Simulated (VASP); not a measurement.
# AlN (F-43m) in VASP: notebook, part 2 of 2

VASP 6.6.1.

## Step 4: Single point, r2SCAN (volume scaled by 1.03)

POSCAR reads:

```
AlN
1.0
    0.0000000000      2.2065347147      2.2065347147
    2.2065347147      0.0000000000      2.2065347147
    2.2065347147      2.2065347147      0.0000000000
Al N
1 1
Direct
    0.0000000000      0.0000000000      0.0000000000
    0.7500000000      0.7500000000      0.7500000000
```

INCAR.step1 reads:

```
SYSTEM = AlN
ALGO = Normal
EDIFF = 1E-4
ENCUT = 520
GGA = PE
ISMEAR = 0
LASPH = .True.
LCHARG = .False.
LREAL = .False.
LWAVE = .True.
NBANDS = 11
NELM = 60
PREC = Accurate
SIGMA = 0.02
```

INCAR.step2 reads:

```
SYSTEM = AlN
ALGO = Normal
EDIFF = 1E-6
ENCUT = 520
ISIF = 2
ISMEAR = 0
ISTART = 1
LASPH = .True.
LCHARG = .False.
LMIXTAU = .True.
LREAL = .False.
LWAVE = .False.
METAGGA = R2SCAN
NBANDS = 11
NELM = 60
PREC = Accurate
SIGMA = 0.02
```

KPOINTS reads:

```
k-points
0
Gamma
  10 10 10
  0 0 0
```

Potentials or basis: VASP PAW PBE potentials, release 64 (Al, N).

On the command line:

```bash
> cat potpaw_PBE.64/Al/POTCAR potpaw_PBE.64/N/POTCAR > POTCAR
> cp INCAR.step1 INCAR
> mpirun -np 1 vasp_std > vasp.out
> cp INCAR.step2 INCAR
> mpirun -np 1 vasp_std > vasp.out
```

OUTCAR:

```text
SYSTEM = AlN
   EDIFF = 1E-6
   ENCUT = 520
   ISIF = 2
   ISMEAR = 0
   ISTART = 1
   LASPH = .True.
   LREAL = .False.
   METAGGA = R2SCAN
   NELM = 60
   PREC = Accurate

 ion  position               nearest neighbor table
   1  0.000  0.000  0.000-   2 1.91   2 1.91   2 1.91   2 1.91
   2  0.750  0.750  0.750-   1 1.91   1 1.91   1 1.91   1 1.91

  LATTYP: Found a face centered cubic cell.
 ALAT       =     4.4130694294

  Lattice vectors:

 A1 = (   0.0000000000,   2.2065347147,   2.2065347147)
 A2 = (   2.2065347147,   0.0000000000,   2.2065347147)
 A3 = (   2.2065347147,   2.2065347147,   0.0000000000)

Analysis of symmetry for initial positions (statically):
=====================================================================
 Subroutine PRICEL returns:
 Original cell was already a primitive cell.

 Routine SETGRP: Setting up the symmetry group for a
 face centered cubic supercell.

 Subroutine GETGRP returns: Found 24 space group operations
 (whereof 24 operations were pure point group operations)
 out of a pool of 48 trial point group operations.

The static configuration has the point symmetry T_d .

Analysis of symmetry for dynamics (positions and initial velocities):
=====================================================================
 Subroutine PRICEL returns:
 Original cell was already a primitive cell.

 Routine SETGRP: Setting up the symmetry group for a
 face centered cubic supercell.

 Subroutine GETGRP returns: Found 24 space group operations
 (whereof 24 operations were pure point group operations)
 out of a pool of 48 trial point group operations.

The dynamic configuration has the point symmetry T_d .

 Subroutine INISYM returns: Found 24 space group operations
 (whereof 24 operations are pure point group operations),
 and found     1 'primitive' translations

----------------------------------------------------------------------------------------

                                     Primitive cell

  volume of cell :      21.4863

  direct lattice vectors                    reciprocal lattice vectors
     0.000000000  2.206534715  2.206534715    -0.226599653  0.226599653  0.226599653
     2.206534715  0.000000000  2.206534715     0.226599653 -0.226599653  0.226599653
     2.206534715  2.206534715  0.000000000     0.226599653  0.226599653 -0.226599653

  length of vectors
     3.120511319  3.120511319  3.120511319     0.392482111  0.392482111  0.392482111

  position of ions in fractional coordinates (direct lattice)
     0.000000000  0.000000000  0.000000000
     0.750000000  0.750000000  0.750000000

  ion indices of the primitive-cell ions
   primitive index   ion index
                 1           1
                 2           2

----------------------------------------------------------------------------------------

 KPOINTS: k-points

Automatic generation of k-mesh.
 Grid dimensions read from file:
 generate k-points for:   10   10   10

 Generating k-lattice:

  Cartesian coordinates                     Fractional coordinates (reciprocal lattice)
    -0.022659965  0.022659965  0.022659965     0.100000000  0.000000000  0.000000000
     0.022659965 -0.022659965  0.022659965     0.000000000  0.100000000  0.000000000
     0.022659965  0.022659965 -0.022659965     0.000000000  0.000000000  0.100000000

  Length of vectors
     0.039248211  0.039248211  0.039248211

  Shift w.r.t. Gamma in fractional coordinates (k-lattice)
     0.000000000  0.000000000  0.000000000

 Subroutine IBZKPT returns following result:
 ===========================================

 Found     47 irreducible k-points:

 Following reciprocal coordinates:
            Coordinates               Weight
  0.000000  0.000000  0.000000      1.000000
  0.100000  0.000000  0.000000      8.000000
  0.200000  0.000000  0.000000      8.000000
  0.300000  0.000000  0.000000      8.000000
  0.400000  0.000000  0.000000      8.000000
  0.500000  0.000000  0.000000      4.000000
[... 16 lines left out ...]
  0.300000  0.300000  0.000000      6.000000
  0.400000  0.300000  0.000000     24.000000
 [... further k-points ...]
   k-points           NKPTS =     47   k-points in BZ     NKDIM =     47   number of bands    NBANDS=     11
   number of dos      NEDOS =    301   number of ions     NIONS =      2
   total plane-waves  NPLWV =  13824
   dimension x,y,z NGX =    24 NGY =   24 NGZ =   24
   dimension x,y,z NGXF=    48 NGYF=   48 NGZF=   48
   ions per type =               1   1
   NGX,Y,Z   is equivalent  to a cutoff of  12.79, 12.79, 12.79 a.u.
   NGXF,Y,Z  is equivalent  to a cutoff of  25.57, 25.57, 25.57 a.u.
 SYSTEM =  AlN
   PREC   = accura    normal or accurate (medium, high low for compatibility)
   ISTART =      1    job   : 0-new  1-cont  2-samecut
   ICHARG =      0    charge: 1-file 2-atom 10-const
   ISPIN  =      1    spin polarized calculation?
   LNONCOLLINEAR =      F non collinear calculations
   LSORBIT =      F    spin-orbit coupling
   LASPH  =      T    aspherical Exc in radial PAW
   ENCUT  =  520.0 eV  38.22 Ry    6.18 a.u.   5.80  5.80  5.80*2*pi/ulx,y,z
   NELM   =     60;   NELMIN=  2; NELMDL=  0     # of ELM steps
   EDIFF  = 0.1E-05   stopping-criterion for ELM
   LREAL  =      F    real-space projection
   EDIFFG = 0.1E-04   stopping-criterion for IOM
   NSW    =      0    number of steps for IOM
   IBRION =     -1    ionic relax: 0-MD 1-quasi-New 2-CG
   NFREE  =      0    steps in history (QN), initial steepest desc. (CG)
   ISIF   =      2    stress and relaxation
   ISYM   =      2    0-nonsym 1-usesym 2-fastsym
   POTIM  = 0.5000    time-step for ionic-motion
   TEBEG  =    0.0;   TEEND  =   0.0 temperature during run
   PSTRESS=    0.0 pullay stress
   NELECT =       8.0000    total number of electrons
   NUPDOWN=      -1.0000    fix difference up-down
   EMIN   =  10.00;   EMAX   =-10.00  energy-range for DOS
   EFERMI =   0.00;   METHOD = LEGACY
   ISMEAR =     0;   SIGMA  =   0.02  broadening in eV -4-tet -1-fermi 0-gaus
   EFERMI_NEDOS =   21; number of points for ismear=-14 and -15
   IALGO  =     38    algorithm
   IMIX   =      4    mixing-type and parameters
     AMIX     =   0.40;   BMIX     =  1.00
     AMIX_MAG =   1.60;   BMIX_MAG =  1.00
  volume/ion in A,a.u.               =      10.74        72.50
  Fermi-wavevector in a.u.,A,eV,Ry     =   1.177744  2.225613 18.872367  1.387080
  Thomas-Fermi vector in A             =   2.314085
   LORBIT       =      0    0 simple, 1 ext, 2 COOP (PROOUT), +10 PAW based schemes
   METAGGA = R2SCAN    functional components
   LHFCALC =     F    Hartree Fock is set to
   AEXX    =    0.0000 exact exchange contribution
   IVDW    =     0    specifies the selected vdW correction
   LEPSILON=     F    determine dielectric tensor
   LRPA    =     F    only Hartree local field effects (RPA)
 non-spin polarized calculation
 Gauss-broadening in eV      SIGMA  =   0.02
  energy-cutoff  :      520.00
  volume of cell :       21.49
 maximum number of plane-waves:       589
   NGX = 11   NGY = 11   NGZ = 11

 number of electron       8.0000001 magnetization

 Free energy of the ion-electron system (eV)
  ---------------------------------------------------
  ext. energy  EPLUGINS =         0.00000000
  ---------------------------------------------------
  free energy    TOTEN  =       -19.16707385 eV

  energy without entropy =      -19.16707385  energy(sigma->0) =      -19.16707385

 E-fermi :   5.5133     XC(G=0): -11.2797

 val. band max:        5.4096981326   @ k =   0.0000   0.0000   0.0000
 cond. band min:       9.3195142720   @ k =   0.5000   0.5000   0.0000
 fundamental gap:      3.9098161393
 Fermi energy:         5.5133435965

 k-point     1 :       0.0000    0.0000    0.0000
  band No.  band energies     occupation
      1     -10.1553      2.00000
      2       5.4097      2.00000
      3       5.4097      2.00000
      4       5.4097      2.00000
      5      10.0168      0.00000
      6      18.6170      0.00000
      7      18.6170      0.00000
      8      18.6170      0.00000
      9      23.6899      0.00000
     10      23.6899      0.00000
     11      25.3345      0.00000
[... 309 lines left out ...]
 k-point    24 :       0.4000    0.3000    0.0000
  band No.  band energies     occupation
      1      -8.2506      2.00000
      2       1.2829      2.00000
      3       3.7229      2.00000
      4       4.0083      2.00000
      5      10.9048      0.00000
      6      15.6123      0.00000
      7      18.3253      0.00000
      8      20.7453      0.00000
      9      21.2900      0.00000
     10      27.4921      0.00000
     11      29.7250      0.00000

 [... further k-points ...]
[... 5 lines left out ...]
  --------------------------------------------------------------------------------------
  -------------------------------------------------------------------------------------
  Total       -0.8414160     -0.8414160     -0.8414160      0.0000000      0.0000000      0.0000000
  in kB      -62.7421035    -62.7421035    -62.7421035      0.0000000      0.0000000      0.0000000
  external PRESSURE =     -62.7421035 kB  Pullay stress =       0.0000000 kB

 VOLUME and BASIS-vectors are now :
 -----------------------------------------------------------------------------
  energy-cutoff  :      520.00
  volume of cell :       21.49
      direct lattice vectors                 reciprocal lattice vectors
     0.000000000  2.206534715  2.206534715    -0.226599653  0.226599653  0.226599653
     2.206534715  0.000000000  2.206534715     0.226599653 -0.226599653  0.226599653
     2.206534715  2.206534715  0.000000000     0.226599653  0.226599653 -0.226599653

 POSITION                                       TOTAL-FORCE (eV/Angst)
 -----------------------------------------------------------------------------------
      0.00000      0.00000      0.00000        -0.000000     -0.000000     -0.000000
      3.30980      3.30980      3.30980         0.000000      0.000000      0.000000
 -----------------------------------------------------------------------------------
    total drift:                               -0.000001     -0.000001     -0.000001

  FREE ENERGIE OF THE ION-ELECTRON SYSTEM (eV)
  ---------------------------------------------------
  free  energy   TOTEN  =       -19.1670738541 eV

  energy  without entropy=      -19.1670738541  energy(sigma->0) =      -19.16707385
```

OUTCAR.step1:

```text
SYSTEM = AlN
   EDIFF = 1E-4
   ENCUT = 520
   GGA = PE
   ISMEAR = 0
   LASPH = .True.
   LREAL = .False.
[... 556 lines left out ...]
      0.00000      0.00000      0.00000         0.000000      0.000000      0.000000
      3.30980      3.30980      3.30980        -0.000000     -0.000000     -0.000000
 -----------------------------------------------------------------------------------
    total drift:                               -0.000000     -0.000000     -0.000000

  FREE ENERGIE OF THE ION-ELECTRON SYSTEM (eV)
  ---------------------------------------------------
  free  energy   TOTEN  =       -14.8466674925 eV

  energy  without entropy=      -14.8466674925  energy(sigma->0) =      -14.84666749
```

Run time: 17 s. Hardware: 1 thread of Intel Xeon 6975P-C (Granite Rapids), shared host; peak memory 0.14 GiB.

Results:

```
Free energy            : -19.1671 eV
Pressure               : -6.3 GPa
Band gap on the k mesh : 3.91 eV, indirect (least direct gap 4.61 eV)
```

Caveat: the PAW data sets were made with another functional, which shifts forces and pressure a little.
